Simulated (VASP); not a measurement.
# Cu2O (Pn-3m) in VASP: notebook

Cu2O is run at these levels: PBE; tasks: single point.

All numbers are computed with VASP 6.6.1; they aren't measurements. Logs are shortened: lines on timing, memory, paths and dates and some standing lists are left out, and cuts for length are marked.

## 1. The cell of the first run

Symmetry: Pn-3m, No. 224, cubic system. Conventional cell: a = 4.260 Å, b = 4.260 Å, c = 4.260 Å, α = 90.00°, β = 90.00°, γ = 90.00°. Cu (site symmetry -3m) has 2 O at 1.84 Å within 2.4 Å. O (site symmetry -43m) has 4 Cu at 1.84 Å within 2.4 Å.

## 2. Single point, PBE, collinear spin

INCAR

```
SYSTEM = Cu2O
  PREC = Accurate
  ENCUT = 600
  EDIFF = 1E-6
  ISMEAR = 0
  SIGMA = 0.05
  LREAL = .FALSE.
  LASPH = .TRUE.
  NELM = 200
  ALGO = Normal
  ISIF = 2
  LWAVE = .FALSE.
  LCHARG = .FALSE.
  ISPIN = 2
  MAGMOM = 1 1 1 1 0 0
  LORBIT = 11
  LMAXMIX = 4
  GGA = PE
  NBANDS = 41
  GGA_COMPAT = .FALSE.
```

KPOINTS

```
Automatic mesh
0
G
  6 6 6
  0 0 0
```

POSCAR

```
Cu2O
1.0
    4.2600000000      0.0000000000      0.0000000000
    0.0000000000      4.2600000000      0.0000000000
    0.0000000000      0.0000000000      4.2600000000
Cu O
4 2
Direct
    0.2500000000      0.2500000000      0.2500000000
    0.2500000000      0.7500000000      0.7500000000
    0.7500000000      0.7500000000      0.2500000000
    0.7500000000      0.2500000000      0.7500000000
    0.0000000000      0.0000000000      0.0000000000
    0.5000000000      0.5000000000      0.5000000000
```

Potentials or basis: VASP PAW PBE potentials, release 64 (Cu, O).

Command:

```bash
$ cat potpaw_PBE.64/Cu/POTCAR potpaw_PBE.64/O/POTCAR > POTCAR
$ mpirun -np 1 vasp_std > vasp.out
```

OUTCAR:

```text
SYSTEM = Cu2O
   PREC = Accurate
   ENCUT = 600
   EDIFF = 1E-6
   ISMEAR = 0
   LREAL = .FALSE.
   LASPH = .TRUE.
   NELM = 200
   ISIF = 2
   ISPIN = 2
   LORBIT = 11
   GGA = PE

 ion  position               nearest neighbor table
   1  0.250  0.250  0.250-   5 1.84   6 1.84
   2  0.250  0.750  0.750-   5 1.84   6 1.84
   3  0.750  0.750  0.250-   5 1.84   6 1.84
   4  0.750  0.250  0.750-   5 1.84   6 1.84
   5  0.000  0.000  0.000-   1 1.84   2 1.84   3 1.84   4 1.84
   6  0.500  0.500  0.500-   1 1.84   2 1.84   3 1.84   4 1.84

  LATTYP: Found a simple cubic cell.
 ALAT       =     4.2600000000

  Lattice vectors:

 A1 = (   4.2600000000,   0.0000000000,   0.0000000000)
 A2 = (   0.0000000000,   4.2600000000,   0.0000000000)
 A3 = (   0.0000000000,   0.0000000000,   4.2600000000)

Analysis of symmetry for initial positions (statically):
=====================================================================
 Subroutine PRICEL returns:
 Original cell was already a primitive cell.

 Routine SETGRP: Setting up the symmetry group for a
 simple cubic supercell.

 Subroutine GETGRP returns: Found 48 space group operations
 (whereof 24 operations were pure point group operations)
 out of a pool of 48 trial point group operations.

The static configuration has the point symmetry T_d .
 The point group associated with its full space group is O_h .

Analysis of symmetry for dynamics (positions and initial velocities):
=====================================================================
 Subroutine PRICEL returns:
 Original cell was already a primitive cell.

 Routine SETGRP: Setting up the symmetry group for a
 simple cubic supercell.

 Subroutine GETGRP returns: Found 48 space group operations
 (whereof 24 operations were pure point group operations)
 out of a pool of 48 trial point group operations.

The dynamic configuration has the point symmetry T_d .
 The point group associated with its full space group is O_h .

Analysis of structural, dynamic, and magnetic symmetry:
=====================================================================
 Subroutine PRICEL returns:
 Original cell was already a primitive cell.

 Routine SETGRP: Setting up the symmetry group for a
 simple cubic supercell.

 Subroutine GETGRP returns: Found 48 space group operations
 (whereof 24 operations were pure point group operations)
 out of a pool of 48 trial point group operations.

The overall configuration has the point symmetry T_d .
 The point group associated with its full space group is O_h .

 Subroutine INISYM returns: Found 48 space group operations
 (whereof 24 operations are pure point group operations),
 and found     1 'primitive' translations

----------------------------------------------------------------------------------------

                                     Primitive cell

  volume of cell :      77.3088

  direct lattice vectors                    reciprocal lattice vectors
     4.260000000  0.000000000  0.000000000     0.234741784  0.000000000  0.000000000
     0.000000000  4.260000000  0.000000000     0.000000000  0.234741784  0.000000000
     0.000000000  0.000000000  4.260000000     0.000000000  0.000000000  0.234741784

  length of vectors
     4.260000000  4.260000000  4.260000000     0.234741784  0.234741784  0.234741784

  position of ions in fractional coordinates (direct lattice)
     0.250000000  0.250000000  0.250000000
     0.250000000  0.750000000  0.750000000
     0.750000000  0.750000000  0.250000000
     0.750000000  0.250000000  0.750000000
     0.000000000  0.000000000  0.000000000
     0.500000000  0.500000000  0.500000000

  ion indices of the primitive-cell ions
   primitive index   ion index
                 1           1
                 2           2
                 3           3
                 4           4
                 5           5
                 6           6

----------------------------------------------------------------------------------------

 KPOINTS: Automatic mesh

Automatic generation of k-mesh.
 Grid dimensions read from file:
 generate k-points for:    6    6    6

 Generating k-lattice:

  Cartesian coordinates                     Fractional coordinates (reciprocal lattice)
     0.039123631  0.000000000  0.000000000     0.166666667  0.000000000  0.000000000
     0.000000000  0.039123631  0.000000000     0.000000000  0.166666667  0.000000000
     0.000000000  0.000000000  0.039123631     0.000000000  0.000000000  0.166666667

  Length of vectors
     0.039123631  0.039123631  0.039123631

  Shift w.r.t. Gamma in fractional coordinates (k-lattice)
     0.000000000  0.000000000  0.000000000

 Subroutine IBZKPT returns following result:
 ===========================================

 Found     20 irreducible k-points:

 Following reciprocal coordinates:
            Coordinates               Weight
  0.000000  0.000000  0.000000      1.000000
  0.166667  0.000000  0.000000      6.000000
  0.333333  0.000000  0.000000      6.000000
  0.500000  0.000000  0.000000      3.000000
  0.166667  0.166667  0.000000     12.000000
  0.333333  0.166667  0.000000     24.000000
[... 12 lines left out ...]
  0.500000  0.500000  0.333333      6.000000
  0.500000  0.500000  0.500000      1.000000
   k-points           NKPTS =     20   k-points in BZ     NKDIM =     20   number of bands    NBANDS=     41
   number of dos      NEDOS =    301   number of ions     NIONS =      6
   total plane-waves  NPLWV =  46656
   dimension x,y,z NGX =    36 NGY =   36 NGZ =   36
   dimension x,y,z NGXF=    72 NGYF=   72 NGZF=   72
   ions per type =               4   2
   NGX,Y,Z   is equivalent  to a cutoff of  14.05, 14.05, 14.05 a.u.
   NGXF,Y,Z  is equivalent  to a cutoff of  28.10, 28.10, 28.10 a.u.
 SYSTEM =  Cu2O
   PREC   = accura    normal or accurate (medium, high low for compatibility)
   ISTART =      0    job   : 0-new  1-cont  2-samecut
   ICHARG =      2    charge: 1-file 2-atom 10-const
   ISPIN  =      2    spin polarized calculation?
   LNONCOLLINEAR =      F non collinear calculations
   LSORBIT =      F    spin-orbit coupling
   LASPH  =      T    aspherical Exc in radial PAW
   ENCUT  =  600.0 eV  44.10 Ry    6.64 a.u.   8.51  8.51  8.51*2*pi/ulx,y,z
   NELM   =    200;   NELMIN=  2; NELMDL= -5     # of ELM steps
   EDIFF  = 0.1E-05   stopping-criterion for ELM
   LREAL  =      F    real-space projection
   EDIFFG = 0.1E-04   stopping-criterion for IOM
   NSW    =      0    number of steps for IOM
   IBRION =     -1    ionic relax: 0-MD 1-quasi-New 2-CG
   NFREE  =      0    steps in history (QN), initial steepest desc. (CG)
   ISIF   =      2    stress and relaxation
   ISYM   =      2    0-nonsym 1-usesym 2-fastsym
   POTIM  = 0.5000    time-step for ionic-motion
   TEBEG  =    0.0;   TEEND  =   0.0 temperature during run
   PSTRESS=    0.0 pullay stress
   NELECT =      56.0000    total number of electrons
   NUPDOWN=      -1.0000    fix difference up-down
   EMIN   =  10.00;   EMAX   =-10.00  energy-range for DOS
   EFERMI =   0.00;   METHOD = LEGACY
   ISMEAR =     0;   SIGMA  =   0.05  broadening in eV -4-tet -1-fermi 0-gaus
   EFERMI_NEDOS =   21; number of points for ismear=-14 and -15
   IALGO  =     38    algorithm
   IMIX   =      4    mixing-type and parameters
     AMIX     =   0.40;   BMIX     =  1.00
     AMIX_MAG =   1.60;   BMIX_MAG =  1.00
  volume/ion in A,a.u.               =      12.88        86.95
  Fermi-wavevector in a.u.,A,eV,Ry     =   1.470261  2.778391 29.411289  2.161669
  Thomas-Fermi vector in A             =   2.585540
   LORBIT       =     11    0 simple, 1 ext, 2 COOP (PROOUT), +10 PAW based schemes
   GGA     = PE    functional components
   LHFCALC =     F    Hartree Fock is set to
   AEXX    =    0.0000 exact exchange contribution
   IVDW    =     0    specifies the selected vdW correction
   LEPSILON=     F    determine dielectric tensor
   LRPA    =     F    only Hartree local field effects (RPA)
 spin polarized calculation
 Gauss-broadening in eV      SIGMA  =   0.05
  energy-cutoff  :      600.00
  volume of cell :       77.31
 maximum number of plane-waves:      2601
 NGX is ok and might be reduce to    36
   NGX = 17   NGY = 17   NGZ = 17

 number of electron      55.9999977 magnetization       0.0001684

 number of electron      55.9999977 magnetization      -0.0000088

 Free energy of the ion-electron system (eV)
  ---------------------------------------------------
  ext. energy  EPLUGINS =         0.00000000
  ---------------------------------------------------
  free energy    TOTEN  =       -27.25846724 eV

  energy without entropy =      -27.25846724  energy(sigma->0) =      -27.25846724

 E-fermi :   5.0582     XC(G=0): -11.0458

 val. band max:        4.7740810947   @ k =   0.0000   0.0000   0.0000
 cond. band min:       5.3128070444   @ k =   0.0000   0.0000   0.0000
 fundamental gap:      0.5387259497
 Fermi energy:         5.0582054677

 spin component 1

 k-point     1 :       0.0000    0.0000    0.0000
  band No.  band energies     occupation
      1     -15.3871      1.00000
      2     -14.6490      1.00000
      3      -2.4740      1.00000
      4      -2.4740      1.00000
      5      -2.4740      1.00000
      6      -0.0897      1.00000
[... 32 lines left out ...]
     39      17.4656      0.00000
     40      17.4657      0.00000

 k-point     2 :       0.1667    0.0000    0.0000
  band No.  band energies     occupation
      1     -15.3370      1.00000
      2     -14.6974      1.00000
      3      -2.4050      1.00000
      4      -2.3716      1.00000
      5      -2.3716      1.00000
      6      -0.6344      1.00000
[... 763 lines left out ...]
     39      18.3913      0.00000
     40      18.5710      0.00000

 k-point    20 :       0.5000    0.5000    0.5000
  band No.  band energies     occupation
      1     -15.2078      1.00000
      2     -14.7270      1.00000
      3      -2.3763      1.00000
      4      -2.3763      1.00000
      5      -2.3763      1.00000
      6      -0.9181      1.00000
[... 32 lines left out ...]
     39      19.7935      0.00000
     40      19.7935      0.00000
 Fermi energy:         5.0582054677

 spin component 2

 k-point     1 :       0.0000    0.0000    0.0000
  band No.  band energies     occupation
      1     -15.3871      1.00000
      2     -14.6490      1.00000
      3      -2.4740      1.00000
      4      -2.4740      1.00000
      5      -2.4740      1.00000
      6      -0.0897      1.00000
[... 32 lines left out ...]
     39      17.4656      0.00000
     40      17.4657      0.00000

 k-point     2 :       0.1667    0.0000    0.0000
  band No.  band energies     occupation
      1     -15.3370      1.00000
      2     -14.6974      1.00000
      3      -2.4050      1.00000
      4      -2.3716      1.00000
      5      -2.3716      1.00000
      6      -0.6344      1.00000
[... 763 lines left out ...]
     39      18.3912      0.00000
     40      18.5709      0.00000

 k-point    20 :       0.5000    0.5000    0.5000
  band No.  band energies     occupation
      1     -15.2078      1.00000
      2     -14.7271      1.00000
      3      -2.3763      1.00000
      4      -2.3763      1.00000
      5      -2.3763      1.00000
      6      -0.9182      1.00000
[... 32 lines left out ...]
     39      19.7935      0.00000
     40      19.7935      0.00000
 [bands above 40 left out]

------------------------ aborting loop because EDIFF is reached ----------------------------------------

  FORCE on cell =-STRESS in cart. coord.  units (eV):
  Direction    XX          YY          ZZ          XY          YZ          ZX
  --------------------------------------------------------------------------------------
  -------------------------------------------------------------------------------------
  Total        1.9179976      1.9179976      1.9179976      0.0000000      0.0000000      0.0000000
  in kB       39.7493329     39.7493329     39.7493329      0.0000000      0.0000000      0.0000000
  external PRESSURE =      39.7493329 kB  Pullay stress =       0.0000000 kB

 VOLUME and BASIS-vectors are now :
 -----------------------------------------------------------------------------
  energy-cutoff  :      600.00
  volume of cell :       77.31
      direct lattice vectors                 reciprocal lattice vectors
     4.260000000  0.000000000  0.000000000     0.234741784  0.000000000  0.000000000
     0.000000000  4.260000000  0.000000000     0.000000000  0.234741784  0.000000000
     0.000000000  0.000000000  4.260000000     0.000000000  0.000000000  0.234741784

 POSITION                                       TOTAL-FORCE (eV/Angst)
 -----------------------------------------------------------------------------------
      1.06500      1.06500      1.06500         0.000000      0.000000      0.000000
      1.06500      3.19500      3.19500        -0.000000     -0.000000      0.000000
      3.19500      3.19500      1.06500        -0.000000      0.000000      0.000000
      3.19500      1.06500      3.19500         0.000000      0.000000     -0.000000
      0.00000      0.00000      0.00000        -0.000000      0.000000     -0.000000
      2.13000      2.13000      2.13000        -0.000000      0.000000     -0.000000
 -----------------------------------------------------------------------------------
    total drift:                                0.000000      0.000000      0.000000

  FREE ENERGIE OF THE ION-ELECTRON SYSTEM (eV)
  ---------------------------------------------------
  free  energy   TOTEN  =       -27.2584672398 eV

  energy  without entropy=      -27.2584672398  energy(sigma->0) =      -27.25846724

 total charge

# of ion       s       p       d       tot
------------------------------------------
    1        0.426   0.326   9.227   9.979
    2        0.426   0.326   9.227   9.979
    3        0.426   0.326   9.227   9.979
    4        0.426   0.326   9.227   9.979
    5        1.541   3.488   0.000   5.029
    6        1.541   3.488   0.000   5.029
--------------------------------------------------
tot          4.785   8.281  36.907  49.972

 magnetization (x)

# of ion       s       p       d       tot
------------------------------------------
    1        0.000   0.000   0.000   0.000
    2        0.000   0.000   0.000   0.000
    3        0.000   0.000   0.000   0.000
    4        0.000   0.000   0.000   0.000
    5       -0.000  -0.000   0.000  -0.000
    6       -0.000  -0.000   0.000  -0.000
--------------------------------------------------
tot         -0.000  -0.000   0.000  -0.000
```

Wall time 5.1 min (1 thread of Oxide Virtual Turin-like, shared host); peak memory 0.26 GiB.

What came out:

* Free energy: -27.2585 eV
* Pressure: 4.0 GPa
* Band gap on the k mesh: 0.54 eV
* Net moment: 0.00 μB per cell
* Valence electrons inside the program's atomic spheres: Cu 9.98; O 5.03

Levels at points of the mesh, in eV from the valence-band top:
Spin up:
```csv
k point,band 24,band 25,band 26,band 27,band 28,band 29,band 30,band 31,band 32,band 33
"(0.00, 0.00, 0.00)",-1.57,-1.57,0.00,0.00,0.00,0.54,1.25,1.25,7.95,7.95
"(0.50, 0.00, 0.00)",-1.69,-1.20,-1.20,-0.39,-0.39,2.27,2.27,4.24,4.24,7.43
"(0.50, 0.50, 0.00)",-1.48,-1.21,-1.21,-0.65,-0.65,1.92,1.92,3.86,3.86,6.82
"(0.50, 0.50, 0.50)",-1.63,-0.99,-0.57,-0.57,-0.57,2.46,2.46,2.46,4.90,4.90
```
Spin down:
| k point | band 26 | band 27 | band 28 | band 29 | band 30 | band 31 |
| --- | --- | --- | --- | --- | --- | --- |
| (0.00, 0.00, 0.00) | 0.00 | 0.00 | 0.00 | 0.54 | 1.25 | 1.25 |
| (0.50, 0.00, 0.00) | -1.20 | -0.39 | -0.39 | 2.27 | 2.27 | 4.24 |
| (0.50, 0.50, 0.00) | -1.21 | -0.65 | -0.65 | 1.92 | 1.92 | 3.86 |
| (0.50, 0.50, 0.50) | -0.57 | -0.57 | -0.57 | 2.46 | 2.46 | 2.46 |

Caveat: the cell stands under pressure; semilocal functionals underestimate gaps, and a narrow one can read as zero.

## 3. Single point, PBE, collinear spin (13.16 Å³/atom)

This run uses another cell than the first one, of 13.16 Å³/atom.

INCAR

```
SYSTEM = Cu2O
PREC = Accurate
ENCUT = 600
EDIFF = 1E-6
ISMEAR = 0
SIGMA = 0.05
LREAL = .False.
LASPH = .True.
NELM = 200
ALGO = Normal
ISIF = 2
LWAVE = .False.
LCHARG = .False.
ISPIN = 2
MAGMOM = 0.05 0.05 0.05 0.05 0 0
LORBIT = 11
LMAXMIX = 4
GGA = PE
NBANDS = 41
GGA_COMPAT = .False.
```

KPOINTS

```
regular mesh
0
Gamma
  6 6 6
  0 0 0
```

POSCAR: that of step 2 with these lines changed.

```diff
@@ -2,5 +2,5 @@
 1.0
-    4.2600000000      0.0000000000      0.0000000000
-    0.0000000000      4.2600000000      0.0000000000
-    0.0000000000      0.0000000000      4.2600000000
+    4.2902489266      0.0000000000      0.0000000000
+    0.0000000000      4.2902489266      0.0000000000
+    0.0000000000      0.0000000000      4.2902489266
 Cu O
```

Potentials or basis: VASP PAW PBE potentials, release 64 (Cu, O).

Command:

```bash
$ cat potpaw_PBE.64/Cu/POTCAR potpaw_PBE.64/O/POTCAR > POTCAR
$ mpirun -np 1 vasp_std > vasp.out
```

It took 4.1 min on 1 thread of Oxide Virtual Turin-like, shared host; peak memory 0.27 GiB.

It converged, with:

- Free energy: -27.2878 eV
- Pressure: 1.4 GPa
- Band gap on the k mesh: 0.49 eV
- Net moment: 0.00 μB per cell
- Valence electrons inside the program's atomic spheres: Cu 9.96; O 5.02

Levels at points of the mesh, in eV from the valence-band top:
Spin up:
| k point | band 25 | band 26 | band 27 | band 28 | band 29 | band 30 | band 31 | band 32 |
| --- | --- | --- | --- | --- | --- | --- | --- | --- |
| (0.00, 0.00, 0.00) | -1.52 | 0.00 | 0.00 | 0.00 | 0.49 | 1.33 | 1.33 | 7.82 |
| (0.50, 0.00, 0.00) | -1.16 | -1.16 | -0.38 | -0.38 | 2.22 | 2.22 | 4.25 | 4.25 |
| (0.50, 0.50, 0.00) | -1.17 | -1.17 | -0.63 | -0.63 | 1.91 | 1.91 | 3.82 | 3.82 |
| (0.50, 0.50, 0.50) | -0.97 | -0.55 | -0.55 | -0.55 | 2.50 | 2.50 | 2.50 | 4.82 |
Spin down:
| k point | band 25 | band 26 | band 27 | band 28 | band 29 | band 30 | band 31 | band 32 |
| --- | --- | --- | --- | --- | --- | --- | --- | --- |
| (0.00, 0.00, 0.00) | -1.52 | 0.00 | 0.00 | 0.00 | 0.49 | 1.33 | 1.33 | 7.82 |
| (0.50, 0.00, 0.00) | -1.16 | -1.16 | -0.38 | -0.38 | 2.22 | 2.22 | 4.25 | 4.25 |
| (0.50, 0.50, 0.00) | -1.17 | -1.17 | -0.63 | -0.63 | 1.91 | 1.91 | 3.82 | 3.82 |
| (0.50, 0.50, 0.50) | -0.97 | -0.55 | -0.55 | -0.55 | 2.50 | 2.50 | 2.50 | 4.82 |

Caveat: semilocal functionals underestimate gaps, and a narrow one can read as zero. A hybrid or GW would open this gap; PBE tends to underestimate it.
